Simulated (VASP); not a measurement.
# Al2B2As (P4/mmm) in VASP: further runs

The runs below take Al2B2As through single point, relaxation of cell and atoms, with PBE.

Program: VASP 6.6.1. These are calculated values, not measurements. Logs are shortened: lines on timing, memory, paths and dates and some standing lists are left out, and cuts for length are marked.

## 1. The cell of the first run

The structure is tetragonal, space group P4/mmm (No. 123). Conventional cell: a = 3.555 Å, b = 3.555 Å, c = 5.779 Å, α = 90.00°, β = 90.00°, γ = 90.00°. Within 3.5 Å of Al (site symmetry 4/mmm) lie 8 B at 2.63 Å and 2 As at 2.89 Å. Within 2.8 Å of Al (site symmetry 4/mmm) lie 2 B at 2.12 Å and 4 As at 2.51 Å. B (site symmetry 4mm) has 1 B at 1.54 Å within 2.0 Å. As (site symmetry 4/mmm) has 6 Al at 2.51 to 2.89 Å and 8 B at 3.29 Å within 3.3 Å.

## 2. Single point, PBE

Input file INCAR:

```
ALGO = Normal ; EDIFF = 1E-6
ENCUT = 520 ; GGA = PE
ISIF = 2 ; ISMEAR = 0
LASPH = T ; LCHARG = F
LREAL = F ; LWAVE = F
NBANDS = 16 ; NELM = 60
PREC = Accurate ; SIGMA = 0.1
```

Input file KPOINTS:

```
k-points
0
Gamma
  6 6 4
```

Input file POSCAR:

```
Al2B2As
1.0
    3.5552539123      0.0000000000      0.0000000000
    0.0000000000      3.5552539123      0.0000000000
    0.0000000000      0.0000000000      5.7785426207
Al B As
2 2 1
Direct
    0.0000000000      0.0000000000      0.0000000000
    0.5000000000      0.5000000000      0.5000000000
    0.5000000000      0.5000000000      0.8669902867
    0.5000000000      0.5000000000      0.1330097133
    0.0000000000      0.0000000000      0.5000000000
```

Potentials or basis: VASP PAW PBE potentials, release 64 (Al, B, As).

Launch:

```sh
$ cat potpaw_PBE.64/Al/POTCAR potpaw_PBE.64/B/POTCAR potpaw_PBE.64/As/POTCAR > POTCAR
$ mpirun -np 1 vasp_std > vasp.out
```

OUTCAR:

```text
EDIFF = 1E-6
   ENCUT = 520
   GGA = PE
   ISIF = 2
   ISMEAR = 0
   LASPH = T
   LREAL = F
   NELM = 60
   PREC = Accurate

 ion  position               nearest neighbor table
   1  0.000  0.000  0.000-   3 2.63   4 2.63   3 2.63   4 2.63   3 2.63   4 2.63   3 2.63   4 2.63
                             5 2.89   5 2.89
   2  0.500  0.500  0.500-   3 2.12   4 2.12   5 2.51   5 2.51   5 2.51   5 2.51
   3  0.500  0.500  0.867-   4 1.54   2 2.12   1 2.63   1 2.63   1 2.63   1 2.63
   4  0.500  0.500  0.133-   3 1.54   2 2.12   1 2.63   1 2.63   1 2.63   1 2.63
   5  0.000  0.000  0.500-   2 2.51   2 2.51   2 2.51   2 2.51   1 2.89   1 2.89

  LATTYP: Found a simple tetragonal cell.
 ALAT       =     3.5552539123
 C/A-ratio  =     1.6253530024

  Lattice vectors:

 A1 = (   3.5552539123,   0.0000000000,   0.0000000000)
 A2 = (   0.0000000000,   3.5552539123,   0.0000000000)
 A3 = (   0.0000000000,   0.0000000000,   5.7785426207)

Analysis of symmetry for initial positions (statically):
=====================================================================
 Subroutine PRICEL returns:
 Original cell was already a primitive cell.

 Routine SETGRP: Setting up the symmetry group for a
 simple tetragonal supercell.

 Subroutine GETGRP returns: Found 16 space group operations
 (whereof 16 operations were pure point group operations)
 out of a pool of 16 trial point group operations.

The static configuration has the point symmetry D_4h.

Analysis of symmetry for dynamics (positions and initial velocities):
=====================================================================
 Subroutine PRICEL returns:
 Original cell was already a primitive cell.

 Routine SETGRP: Setting up the symmetry group for a
 simple tetragonal supercell.

 Subroutine GETGRP returns: Found 16 space group operations
 (whereof 16 operations were pure point group operations)
 out of a pool of 16 trial point group operations.

The dynamic configuration has the point symmetry D_4h.

 Subroutine INISYM returns: Found 16 space group operations
 (whereof 16 operations are pure point group operations),
 and found     1 'primitive' translations

----------------------------------------------------------------------------------------

                                     Primitive cell

  volume of cell :      73.0398

  direct lattice vectors                    reciprocal lattice vectors
     3.555253912  0.000000000  0.000000000     0.281273862  0.000000000  0.000000000
     0.000000000  3.555253912  0.000000000     0.000000000  0.281273862  0.000000000
     0.000000000  0.000000000  5.778542621     0.000000000  0.000000000  0.173054015

  length of vectors
     3.555253912  3.555253912  5.778542621     0.281273862  0.281273862  0.173054015

  position of ions in fractional coordinates (direct lattice)
     0.000000000  0.000000000  0.000000000
     0.500000000  0.500000000  0.500000000
     0.500000000  0.500000000  0.866990287
     0.500000000  0.500000000  0.133009713
     0.000000000  0.000000000  0.500000000

  ion indices of the primitive-cell ions
   primitive index   ion index
                 1           1
                 2           2
                 3           3
                 4           4
                 5           5

----------------------------------------------------------------------------------------

 KPOINTS: k-points

Automatic generation of k-mesh.
 Grid dimensions read from file:
 generate k-points for:    6    6    4

 Generating k-lattice:

  Cartesian coordinates                     Fractional coordinates (reciprocal lattice)
     0.046878977  0.000000000  0.000000000     0.166666667  0.000000000  0.000000000
     0.000000000  0.046878977  0.000000000     0.000000000  0.166666667  0.000000000
     0.000000000  0.000000000  0.043263504     0.000000000  0.000000000  0.250000000

  Length of vectors
     0.046878977  0.046878977  0.043263504

  Shift w.r.t. Gamma in fractional coordinates (k-lattice)
     0.000000000  0.000000000  0.000000000

 Subroutine IBZKPT returns following result:
 ===========================================

 Found     30 irreducible k-points:

 Following reciprocal coordinates:
            Coordinates               Weight
  0.000000  0.000000  0.000000      1.000000
  0.166667  0.000000  0.000000      4.000000
  0.333333  0.000000  0.000000      4.000000
  0.500000  0.000000  0.000000      2.000000
  0.166667  0.166667  0.000000      4.000000
  0.333333  0.166667  0.000000      8.000000
[... 16 lines left out ...]
  0.333333  0.000000  0.500000      4.000000
  0.500000  0.000000  0.500000      2.000000
 [... further k-points ...]
   k-points           NKPTS =     30   k-points in BZ     NKDIM =     30   number of bands    NBANDS=     16
   number of dos      NEDOS =    301   number of ions     NIONS =      5
   total plane-waves  NPLWV =  37632
   dimension x,y,z NGX =    28 NGY =   28 NGZ =   48
   dimension x,y,z NGXF=    56 NGYF=   56 NGZF=   96
[... 27 lines left out ...]
   EFERMI =   0.00;   METHOD = LEGACY
   ISMEAR =     0;   SIGMA  =   0.10  broadening in eV -4-tet -1-fermi 0-gaus
   EFERMI_NEDOS =   21; number of points for ismear=-14 and -15
   IALGO  =     38    algorithm
   IMIX   =      4    mixing-type and parameters
     AMIX     =   0.40;   BMIX     =  1.00
     AMIX_MAG =   1.60;   BMIX_MAG =  1.00
  volume/ion in A,a.u.               =      14.61        98.58
  Fermi-wavevector in a.u.,A,eV,Ry     =   1.007020  1.902991 13.797513  1.014089
  Thomas-Fermi vector in A             =   2.139798
   LORBIT       =      0    0 simple, 1 ext, 2 COOP (PROOUT), +10 PAW based schemes
   GGA     = PE    functional components
   LHFCALC =     F    Hartree Fock is set to
   AEXX    =    0.0000 exact exchange contribution
   IVDW    =     0    specifies the selected vdW correction
   LEPSILON=     F    determine dielectric tensor
   LRPA    =     F    only Hartree local field effects (RPA)
 non-spin polarized calculation
 Gauss-broadening in eV      SIGMA  =   0.10
  energy-cutoff  :      520.00
  volume of cell :       73.04
 maximum number of plane-waves:      2013
 NGX is ok and might be reduce to    28
   NGX = 13   NGY = 13   NGZ = 21

 number of electron      17.0000001 magnetization

 Free energy of the ion-electron system (eV)
  ---------------------------------------------------
  ext. energy  EPLUGINS =         0.00000000
  ---------------------------------------------------
  free energy    TOTEN  =       -22.92444466 eV

  energy without entropy =      -22.91292576  energy(sigma->0) =      -22.91868521

 E-fermi :   5.6856     XC(G=0): -10.2632

 val. band max:        5.6823525016   @ k =   0.5000   0.0000   0.0000
 cond. band min:       5.7142494488   @ k =   0.5000   0.0000   0.2500
 fundamental gap:      0.0318969471
 Fermi energy:         5.6855822573

 k-point     1 :       0.0000    0.0000    0.0000
  band No.  band energies     occupation
      1      -7.1651      2.00000
      2      -3.8860      2.00000
      3      -0.8847      2.00000
      4       3.5387      2.00000
      5       3.5387      2.00000
      6       3.6133      2.00000
[... 8 lines left out ...]
     15      11.5930      0.00000
     16      12.1012      0.00000

 k-point     2 :       0.1667    0.0000    0.0000
  band No.  band energies     occupation
      1      -6.8940      2.00000
      2      -3.7038      2.00000
      3      -0.6028      2.00000
      4       1.3155      2.00000
      5       3.3050      2.00000
      6       3.7968      2.00000
[... 8 lines left out ...]
     15      11.7244      0.00000
     16      12.6225      0.00000

 k-point     3 :       0.3333    0.0000    0.0000
  band No.  band energies     occupation
      1      -6.1504      2.00000
      2      -3.4346      2.00000
      3      -0.5705      2.00000
      4       0.2242      2.00000
      5       1.4357      2.00000
      6       3.5009      2.00000
[... 8 lines left out ...]
     15      12.1022      0.00000
     16      12.4713      0.00000
[... 362 lines left out ...]
 k-point    23 :       0.3333    0.0000    0.5000
  band No.  band energies     occupation
      1      -5.9335      2.00000
      2      -3.8887      2.00000
      3      -1.0352      2.00000
      4       0.0656      2.00000
      5       3.0091      2.00000
      6       4.1307      2.00000
[... 8 lines left out ...]
     15      11.9028      0.00000
     16      12.7683      0.00000

 k-point    24 :       0.5000    0.0000    0.5000
  band No.  band energies     occupation
      1      -5.3895      2.00000
      2      -3.2760      2.00000
      3      -2.0900      2.00000
      4      -0.9683      2.00000
      5       3.4119      2.00000
      6       4.7672      2.00000
[... 8 lines left out ...]
     15      10.5440      0.00000
     16      11.4873      0.00000

 [... further k-points ...]

------------------------ aborting loop because EDIFF is reached ----------------------------------------

  FORCE on cell =-STRESS in cart. coord.  units (eV):
  Direction    XX          YY          ZZ          XY          YZ          ZX
  --------------------------------------------------------------------------------------
  -------------------------------------------------------------------------------------
  Total       -0.0072973     -0.0072973     -0.0713222      0.0000000     -0.0000000      0.0000000
  in kB       -0.1600714     -0.1600714     -1.5645013      0.0000000     -0.0000000      0.0000000
  external PRESSURE =      -0.6282147 kB  Pullay stress =       0.0000000 kB

 VOLUME and BASIS-vectors are now :
 -----------------------------------------------------------------------------
  energy-cutoff  :      520.00
  volume of cell :       73.04
      direct lattice vectors                 reciprocal lattice vectors
     3.555253912  0.000000000  0.000000000     0.281273862  0.000000000  0.000000000
     0.000000000  3.555253912  0.000000000     0.000000000  0.281273862  0.000000000
     0.000000000  0.000000000  5.778542621     0.000000000  0.000000000  0.173054015

 POSITION                                       TOTAL-FORCE (eV/Angst)
 -----------------------------------------------------------------------------------
      0.00000      0.00000      0.00000         0.000000      0.000000      0.000000
      1.77763      1.77763      2.88927         0.000000      0.000000      0.000000
      1.77763      1.77763      5.00994         0.000000      0.000000     -0.058096
      1.77763      1.77763      0.76860         0.000000     -0.000000      0.058096
      0.00000      0.00000      2.88927         0.000000      0.000000      0.000000
 -----------------------------------------------------------------------------------
    total drift:                                0.000000      0.000000     -0.000000

  FREE ENERGIE OF THE ION-ELECTRON SYSTEM (eV)
  ---------------------------------------------------
  free  energy   TOTEN  =       -22.9244446564 eV

  energy  without entropy=      -22.9129257572  energy(sigma->0) =      -22.91868521
```

It took 33 s on 1 thread of Intel Xeon 6975P-C, shared host; peak memory 0.2 GiB.

What came out:

* Free energy: -22.9244 eV
* Pressure: -0.1 GPa
* Largest force: 0.058 eV/Å

Forces on the atoms (eV/Å):
```
Al   0.000  0.000  0.000
Al   0.000  0.000  0.000
B    0.000  0.000 -0.058
B    0.000  0.000  0.058
As   0.000  0.000  0.000
```

Levels at points of the mesh, in eV from the Fermi level:
| k point | band 6 | band 7 | band 8 | band 9 | band 10 | band 11 |
| --- | --- | --- | --- | --- | --- | --- |
| (0.00, 0.00, 0.00) | -2.07 | -0.31 | 0.31 | 0.31 | 0.77 | 3.25 |
| (0.50, 0.00, 0.00) | -3.65 | -0.30 | 0.00 | 0.59 | 3.01 | 3.88 |
| (0.50, 0.50, 0.00) | -3.36 | -2.71 | -2.71 | -2.00 | -1.64 | 0.66 |
| (0.00, 0.00, 0.50) | -1.42 | -1.09 | -1.09 | 0.06 | 0.90 | 2.66 |
| (0.50, 0.00, 0.50) | -0.92 | -0.17 | -0.12 | 0.07 | 0.71 | 2.97 |
| (0.50, 0.50, 0.50) | -4.14 | -4.14 | -3.73 | -1.61 | 2.41 | 3.22 |

## 3. Single point, PBE

This run uses another cell than the first one, of 15.00 Å³/atom, 1.027 times its volume.

Input file INCAR:

```
SYSTEM = Al2B2As
PREC = Accurate ; ENCUT = 520
EDIFF = 1E-7 ; ISMEAR = 0
SIGMA = 0.1 ; LREAL = .FALSE.
LASPH = .TRUE. ; NELM = 100
ALGO = Normal ; ISIF = 2
LWAVE = .FALSE. ; LCHARG = .FALSE.
GGA = PE ; NBANDS = 16
```

Input file KPOINTS:

```
regular mesh
0
G
  6 6 4
  0 0 0
```

Input file POSCAR:

```
Al2B2As
1.0
    3.3385632700      0.0000000000      0.0000000000
    0.0000000000      3.3385632700      0.0000000000
    0.0000000000      0.0000000000      6.7303532400
Al B As
2 2 1
Direct
    0.0000000000      0.0000000000      0.0000000000
    0.5000000000      0.5000000000      0.5000000000
    0.5000000000      0.5000000000      0.7736377500
    0.5000000000      0.5000000000      0.2263622500
    0.0000000000      0.0000000000      0.5000000000
```

Potentials or basis: VASP PAW PBE potentials, release 64 (Al, B, As).

Launch:

```sh
$ cat potpaw_PBE.64/Al/POTCAR potpaw_PBE.64/B/POTCAR potpaw_PBE.64/As/POTCAR > POTCAR
$ mpirun -np 1 vasp_std > vasp.out
```

It took 39 s on 1 thread of Intel Xeon 6975P-C, shared host; peak memory 0.2 GiB.

It converged, with:

```yaml
Free_energy: -17.5407 eV
Pressure: 12.5 GPa
Largest_force: 5.846 eV/Å
```

Forces in eV/Å, atoms in the order of the input:
```
Al   0.000  0.000  0.000
Al   0.000  0.000  0.000
B    0.000  0.000  5.846
B    0.000  0.000 -5.846
As   0.000  0.000  0.000
```

Stress tensor (GPa, compression positive):
```
 7.01  0.00  0.00
 0.00  7.01  0.00
 0.00  0.00 23.33
```

Levels at points of the mesh, in eV from the Fermi level:
```csv
k point,band 5,band 6,band 7,band 8,band 9,band 10,band 11,band 12
"(0.00, 0.00, 0.00)",-2.04,-2.04,-0.97,1.59,1.79,1.79,2.39,2.39
"(0.50, 0.00, 0.00)",-4.77,-4.46,0.02,0.04,0.69,1.26,2.61,2.61
"(0.50, 0.50, 0.00)",-4.98,-2.65,-1.71,-1.71,-1.43,-1.43,-1.37,-1.16
"(0.00, 0.00, 0.50)",-1.97,-1.97,-1.10,0.94,0.94,1.23,3.21,3.66
"(0.50, 0.00, 0.50)",-2.88,-2.72,-1.43,-1.10,0.05,1.58,1.65,2.05
"(0.50, 0.50, 0.50)",-5.56,-2.94,-2.94,-2.46,-1.41,0.24,0.93,0.93
```

Caveat: forces of over 1 eV/Å act on the atoms, so gaps and moduli don't describe the material at rest.

## 4. Relaxation of cell and atoms, PBE

This run uses another cell than the first one, of 15.00 Å³/atom, 1.027 times its volume.

Input file INCAR:

```
SYSTEM = Al2B2As
ALGO     = Normal         ! electronic algorithm
EDIFF    = 1E-6           ! SCF threshold, eV
EDIFFG   = -0.04          ! ionic threshold
ENCUT    = 600            ! plane-wave cutoff, eV
GGA      = PE             ! functional
IBRION   = 2              ! ionic algorithm
ISIF     = 3              ! what is computed and relaxed
ISMEAR   = 0              ! smearing method
LASPH    = .True.         ! aspherical terms in the spheres
LCHARG   = .False.        ! write CHGCAR
LREAL    = .False.        ! projectors in reciprocal space
LWAVE    = .False.        ! write WAVECAR
NELM     = 80             ! most SCF steps
NSW      = 90             ! ionic steps
PREC     = Accurate       ! precision mode
SIGMA    = 0.1            ! smearing width, eV
```

Input file KPOINTS:

```
k-points
0
Gamma
  6 6 4
  0 0 0
```

POSCAR is that of step 3.

Launch:

```sh
$ cat potpaw_PBE.64/Al/POTCAR potpaw_PBE.64/B/POTCAR potpaw_PBE.64/As/POTCAR > POTCAR
$ mpirun -np 1 vasp_std > vasp.out
```

Wall time 5.8 min (1 thread of Intel Xeon 6975P-C, shared host); peak memory 0.24 GiB.

Results (log left out):

```yaml
Free_energy: -22.9260 eV
Relaxed_volume: 14.62 Å³/atom
Relaxed_cell: a = 3.558 Å, b = 3.558 Å, c = 5.775 Å, α = 90.00°, β = 90.00°, γ = 90.00°
Space_group_after_relaxing_to_0.05_Å: P4/mmm (No. 123)
Energy_gained_by_relaxing: 1076.9 meV/atom
Ionic_steps: 18
Pressure_after_relaxing: -0.1 GPa
Largest_force_after_relaxing: 0.020 eV/Å
```

Forces in eV/Å, atoms in the order of the input:
```
Al   0.000  0.000  0.000
Al   0.000  0.000  0.000
B    0.000  0.000  0.020
B    0.000  0.000 -0.020
As   0.000  0.000  0.000
```

Stress tensor (GPa, compression positive):
```
-0.09  0.00  0.00
 0.00 -0.09  0.00
 0.00  0.00 -0.17
```

The path:
```csv
step,energy change (eV),largest force (eV/Å),pressure (GPa),volume (Å³)
1,0.0000,5.8425,12.48,75.02
2,-1.4796,1.2315,-7.57,88.29
3,-1.5121,1.4728,-5.54,85.45
4,-2.3963,2.1650,-5.41,80.83
5,-5.1360,2.5961,9.82,67.00
6,-4.1600,3.5739,-2.81,73.48
7,-5.0902,2.2820,2.23,69.62
8,-5.2322,0.9663,4.93,68.42
9,-5.2474,0.0614,6.42,67.87
10,-4.4938,9.9009,6.20,73.22
11,-5.2889,1.1722,5.68,68.96
12,-5.2887,1.2076,-5.15,77.33
13,-5.3790,0.1740,-0.38,72.93
14,-5.3790,0.1515,-0.27,72.84
15,-5.3814,0.3773,-0.24,73.43
16,-5.3834,0.1533,-0.29,73.19
17,-5.3840,0.1235,-0.01,73.04
18,-5.3843,0.0201,-0.12,73.10
```

Final structure:
```cif
data_structure
_symmetry_space_group_name_H-M 'P 1'
_symmetry_Int_Tables_number 1
_cell_length_a 3.5578
_cell_length_b 3.5578
_cell_length_c 5.7747
_cell_angle_alpha 90.000
_cell_angle_beta 90.000
_cell_angle_gamma 90.000
_cell_volume 73.10
loop_
_atom_site_label
_atom_site_type_symbol
_atom_site_fract_x
_atom_site_fract_y
_atom_site_fract_z
_atom_site_occupancy
Al1 Al 0.00000 0.00000 0.00000 1
Al2 Al 0.50000 0.50000 0.50000 1
B1 B 0.50000 0.50000 0.86671 1
B2 B 0.50000 0.50000 0.13329 1
As1 As 0.00000 0.00000 0.50000 1
```

Levels at points of the mesh, in eV from the Fermi level:
```csv
k point,band 6,band 7,band 8,band 9,band 10,band 11
"(0.00, 0.00, 0.00)",-2.09,-0.31,0.32,0.32,0.76,3.25
"(0.50, 0.00, 0.00)",-3.64,-0.30,-0.01,0.59,2.99,3.87
"(0.50, 0.50, 0.00)",-3.37,-2.69,-2.69,-2.01,-1.65,0.65
"(0.00, 0.00, 0.50)",-1.42,-1.09,-1.09,0.05,0.90,2.67
"(0.50, 0.00, 0.50)",-0.91,-0.16,-0.12,0.07,0.72,2.95
"(0.50, 0.50, 0.50)",-4.13,-4.13,-3.73,-1.62,2.41,3.23
```

## 5. The runs side by side

| task | cell | cutoff (eV) | gap on the mesh (eV) | pressure (GPa) | largest force (eV/Å) |
| --- | --- | --- | --- | --- | --- |
| single point | a = 3.555, b = 3.555, c = 5.779 Å, 5 atoms | 520 | none | -0.1 | 0.06 |
| single point | a = 3.339, b = 3.339, c = 6.730 Å, 5 atoms | 520 | none | 12.5 | 5.85 |
| relaxation of cell and atoms | relaxed from a = 3.339, b = 3.339, c = 6.730 Å, 5 atoms | 600 | none | -0.1 | 0.02 |

Alike in all rows: level PBE; potentials or basis VASP PAW PBE potentials, release 64 (Al, B, As); no spin polarisation; k mesh 6 × 6 × 4; smearing gaussian 0.1 eV.

Caveats: forces of over 1 eV/Å act on the atoms, so gaps and moduli don't describe the material at rest (some runs).

Total energies depend on the potentials used, so only differences within one code and one set of settings carry meaning.
